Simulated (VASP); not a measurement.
# LaF5 (F-43m) in VASP: notebook, part 2 of 2

VASP 6.6.1. Earlier steps stand in the parts before.

## Step 4: Relaxation of cell and atoms, PBE

This run uses another cell than the first one, of 11.54 Å³/atom, 0.802 times its volume.

Input file INCAR:

```
SYSTEM = LaF5
  PREC = Accurate
  ENCUT = 600
  EDIFF = 1E-6
  ISMEAR = 0
  SIGMA = 0.1
  LREAL = .FALSE.
  LASPH = .TRUE.
  NELM = 100
  ALGO = Normal
  ISIF = 3
  LWAVE = .FALSE.
  LCHARG = .FALSE.
  GGA = PE
  IBRION = 2
  NSW = 100
  EDIFFG = -0.01
```

Input file KPOINTS:

```
Automatic mesh
0
G
  10 10 10
  0 0 0
```

Input file POSCAR:

```
LaF5
1.0
    0.0000000000      3.2594032835      3.2594032835
    3.2594032835      0.0000000000      3.2594032835
    3.2594032835      3.2594032835      0.0000000000
La F
1 5
Direct
    0.0000000000      0.0000000000      0.0000000000
    0.3743172844      0.3743172844      0.8770481467
    0.3743172844      0.8770481467      0.3743172844
    0.8770481467      0.3743172844      0.3743172844
    0.3743172844      0.3743172844      0.3743172844
    0.7500000000      0.7500000000      0.7500000000
```

Potentials or basis: VASP PAW PBE potentials, release 64 (La, F).

Run with:

```console
> cat potpaw_PBE.64/La/POTCAR potpaw_PBE.64/F/POTCAR > POTCAR
> mpirun -np 1 vasp_std > vasp.out
```

OUTCAR:

```text
SYSTEM = LaF5
   PREC = Accurate
   ENCUT = 600
   EDIFF = 1E-6
   ISMEAR = 0
   LREAL = .FALSE.
   LASPH = .TRUE.
   NELM = 100
   ISIF = 3
   GGA = PE
   IBRION = 2
   NSW = 100
   EDIFFG = -0.01

 ion  position               nearest neighbor table
   1  0.000  0.000  0.000-   2 2.70   3 2.70   4 2.70   5 2.70   5 2.70   5 2.70   2 2.70   4 2.70
                             4 2.70   2 2.70   3 2.70   3 2.70
   2  0.374  0.374  0.877-   1 2.70   1 2.70   1 2.70
   3  0.374  0.877  0.374-   1 2.70   1 2.70   1 2.70
   4  0.877  0.374  0.374-   1 2.70   1 2.70   1 2.70
[... 980 lines left out ...]
  -------------------------------------------------------------------------------------
  Total        0.0155763      0.0155763      0.0155763      0.0000000     -0.0000000     -0.0000000
  in kB        0.3622417      0.3622417      0.3622417      0.0000000     -0.0000000     -0.0000000
  external PRESSURE =       0.3622417 kB  Pullay stress =       0.0000000 kB

 VOLUME and BASIS-vectors are now :
 -----------------------------------------------------------------------------
  energy-cutoff  :      600.00
  volume of cell :       68.89
      direct lattice vectors                 reciprocal lattice vectors
    -0.000000000  3.253734827  3.253734827    -0.153669560  0.153669560  0.153669560
     3.253734827 -0.000000000  3.253734827     0.153669560 -0.153669560  0.153669560
     3.253734827  3.253734827 -0.000000000     0.153669560  0.153669560 -0.153669560

 POSITION                                       TOTAL-FORCE (eV/Angst)
 -----------------------------------------------------------------------------------
      3.25373     -0.00000      3.25373        -0.000000     -0.000000     -0.000000
      4.07185      4.07185      2.43562        -0.003067     -0.003067      0.003067
      4.07185      2.43562      4.07185        -0.003067      0.003067     -0.003067
      2.43562      4.07185      4.07185         0.003067     -0.003067     -0.003067
      2.43562      2.43562      2.43562         0.003067      0.003067      0.003067
      4.88060      4.88060      4.88060        -0.000000     -0.000000     -0.000000
 -----------------------------------------------------------------------------------
    total drift:                                0.000001      0.000001      0.000001

  FREE ENERGIE OF THE ION-ELECTRON SYSTEM (eV)
  ---------------------------------------------------
  free  energy   TOTEN  =       -27.9885699255 eV

  energy  without entropy=      -27.9344944776  energy(sigma->0) =      -27.96153220

 reached required accuracy - stopping structural energy minimisation
```

OSZICAR:

```text
N       E                     dE             d eps       ncg     rms          rms(c)
DAV:   1     0.554395457316E+03    0.55440E+03   -0.24634E+04  2941   0.299E+03
[... 23 lines left out ...]
DAV:   1    -0.279990528166E+02   -0.11037E-01   -0.27370E-01  2844   0.418E+00    0.791E-01
DAV:   2    -0.279893188102E+02    0.97340E-02   -0.39864E-02  3380   0.155E+00    0.220E-01
DAV:   3    -0.279890528195E+02    0.26599E-03   -0.94155E-03  3270   0.522E-01    0.187E-01
DAV:   4    -0.279886407144E+02    0.41211E-03   -0.32589E-03  4260   0.293E-01    0.458E-02
DAV:   5    -0.279885922534E+02    0.48461E-04   -0.10511E-03  4195   0.279E-01    0.432E-02
DAV:   6    -0.279885633765E+02    0.28877E-04   -0.23135E-04  3644   0.117E-01    0.956E-03
DAV:   7    -0.279885706562E+02   -0.72797E-05   -0.20527E-05  4152   0.476E-02    0.437E-03
DAV:   8    -0.279885699255E+02    0.73073E-06   -0.29613E-06  2444   0.193E-02
   2 F= -.27988570E+02 E0= -.27961532E+02  d E =-.554376E-03
```

Run time: 8.3 min. Hardware: 1 thread of AMD EPYC 7R13, shared host; peak memory 0.29 GiB.

Results:

```yaml
Free_energy: -27.9886 eV
Relaxed_volume: 11.48 Å³/atom
Relaxed_cell: a = 4.601 Å, b = 4.601 Å, c = 4.601 Å, α = 60.00°, β = 60.00°, γ = 60.00°
Space_group_after_relaxing_to_0.05_Å: F-43m (No. 216)
Energy_gained_by_relaxing: 0.1 meV/atom
Ionic_steps: 2
Pressure_after_relaxing: 0.0 GPa
Largest_force_after_relaxing: 0.005 eV/Å
Band_gap_on_the_k_mesh: zero (band 23 reaches 2.76 eV, above the bottom of band 24 at 2.22 eV)
```

Forces on the atoms (eV/Å):
```
La   0.000  0.000  0.000
F   -0.003 -0.003  0.003
F   -0.003  0.003 -0.003
F    0.003 -0.003 -0.003
F    0.003  0.003  0.003
F    0.000  0.000  0.000
```

The path:
```
step  energy change (eV)  largest force (eV/Å)  pressure (GPa)  volume (Å³)
   1              0.0000                0.0085           -0.50        69.25
   2             -0.0006                0.0053            0.04        68.89
```

Final structure:
```yaml
crystal:
  lattice:
    - [0.00000, 3.25373, 3.25373]
    - [3.25373, 0.00000, 3.25373]
    - [3.25373, 3.25373, 0.00000]
  atoms:
    - { symbol: La, position: [0.00000, 0.00000, 0.00000] }
    - { symbol: F, position: [0.37428, 0.37428, 0.87716] }
    - { symbol: F, position: [0.37428, 0.87716, 0.37428] }
    - { symbol: F, position: [0.87716, 0.37428, 0.37428] }
    - { symbol: F, position: [0.37428, 0.37428, 0.37428] }
    - { symbol: F, position: [0.75000, 0.75000, 0.75000] }
```

Levels at points of the mesh, in eV from the Fermi level:
| k point | band 19 | band 20 | band 21 | band 22 | band 23 | band 24 | band 25 | band 26 | band 27 |
| --- | --- | --- | --- | --- | --- | --- | --- | --- | --- |
| (0.00, 0.00, 0.00) | -0.56 | -0.56 | -0.56 | 0.31 | 0.31 | 0.31 | 4.97 | 4.97 | 4.98 |
| (0.50, 0.00, 0.00) | -0.80 | -0.54 | -0.42 | -0.42 | 0.07 | 0.07 | 4.95 | 4.96 | 4.97 |
| (0.50, 0.50, 0.00) | -1.82 | -0.65 | -0.57 | -0.57 | -0.04 | -0.04 | 4.93 | 4.93 | 4.95 |

Caveat: spin-orbit coupling is left out, which moves the levels of the heavy elements.

## Step 5: The runs side by side

| task | cell | k mesh | cutoff (eV) | gap on the mesh (eV) | pressure (GPa) | relaxed volume (Å³/atom) |
| --- | --- | --- | --- | --- | --- | --- |
| relaxation of cell and atoms | relaxed from a = 4.961 Å, angles 60.0°, 6 atoms | 4 × 4 × 4 | 600 | none | 0.2 | 11.43 |
| single point | a = 4.611 Å, angles 60.0°, 6 atoms | 10 × 10 × 10 | 520 | none | -0.5 | - |
| relaxation of cell and atoms | relaxed from a = 4.609 Å, angles 60.0°, 6 atoms | 10 × 10 × 10 | 600 | none | 0.0 | 11.48 |

Alike in all rows: level PBE; potentials or basis VASP PAW PBE potentials, release 64 (La, F); no spin polarisation; smearing gaussian 0.1 eV.

Caveats: some runs use coarse meshes; spin-orbit coupling is left out, which moves the levels of the heavy elements; the volume moved by over 15 % at a fixed basis, so the end points are rough (some runs).

Absolute energies hang on the potentials; compare differences alone.
